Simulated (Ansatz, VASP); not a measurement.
**CdI2: VASP beside Ansatz**

File INCAR:

```
SYSTEM = CdI2
  PREC = Accurate
  ENCUT = 400
  EDIFF = 1E-8
  ISMEAR = -1
  SIGMA = 0.03
  LREAL = .False.
  LASPH = .True.
  NELM = 120
  ALGO = Normal
  ISIF = 2
  LWAVE = .False.
  LCHARG = .False.
  GGA = PS
  LEFG = .True.
  NBANDS = 20
  GGA_COMPAT = .False.
```

KPOINTS

```
Automatic mesh
0
Gamma
  8 8 5
  0 0 0
```

POSCAR

```
CdI2
1.0
    4.2439992147      0.0000000000      0.0000000000
   -2.1219996073      3.6754111335      0.0000000000
    0.0000000000      0.0000000000      6.9961800000
Cd I
1 2
Direct
    0.0000000000      0.0000000000      0.0000000000
    0.3333333333      0.6666666667      0.2492000000
    0.6666666667      0.3333333333      0.7508000000
```

Input for Ansatz:

```yaml
crystal:
  lattice:
    - [4.2439992147, 0.0, 0.0]
    - [-2.1219996073, 3.6754111335, 0.0]
    - [0.0, 0.0, 6.99618]
  atoms:
    - { symbol: Cd, position: [0.0, 0.0, 0.0] }
    - { symbol: I, position: [0.3333333333, 0.6666666667, 0.2492] }
    - { symbol: I, position: [0.6666666667, 0.3333333333, 0.7508] }
kpoints:
  mp_grid: { grid: [8, 8, 5] }
scf:
  occupations: { method: fermi_dirac, width: 0.03 }
hamiltonian:
  xc: pbesol
  pseudopotentials: { kind: all_electron, datasets: crystal }
output:
  forces: true
  stress: true
  eigenvalues: true
  efg: { contact_densities: true }
```

Change from the starting cell: zz strain of +2 %, crystal datasets.

Alike in both runs: task electric field gradients; functional PBEsol; k mesh 8 × 8 × 5; occupations fermi-dirac, width 0.03 eV; no spin polarisation.

|  | VASP | Ansatz |
| --- | --- | --- |
| version | VASP 6.6.1 | Ansatz 0.2.0 |
| potentials or method | VASP PAW PBE potentials, release 64 (Cd, I), cutoff 400 eV | all-electron PAW with datasets made for the crystal, scalar-relativistic |

|  | VASP | Ansatz | Ansatz less VASP |
| --- | --- | --- | --- |
| gap on the k mesh at the Fermi level (eV) | 2.21 | 2.22 | +0.010 |
| pressure (GPa) | -1.1 | -1.0 | +0.07 |
| traceless stress, the component that is largest in VASP (GPa) | -0.19 | -0.19 | +0.006 |
| rms of the force components (eV/Å) | 0.103 | 0.114 | +0.0109 |
| size of Vzz on the site where it differs most (V/Å²) | 35.5 | 36.4 | +0.91 |

VASP's potentials were made for PBE, not for PBEsol. Atom by atom the forces differ by 0.011 eV/Å (rms over components). Ansatz ran all-electron here, and VASP with PAW potentials.

Spin-orbit coupling is off throughout.
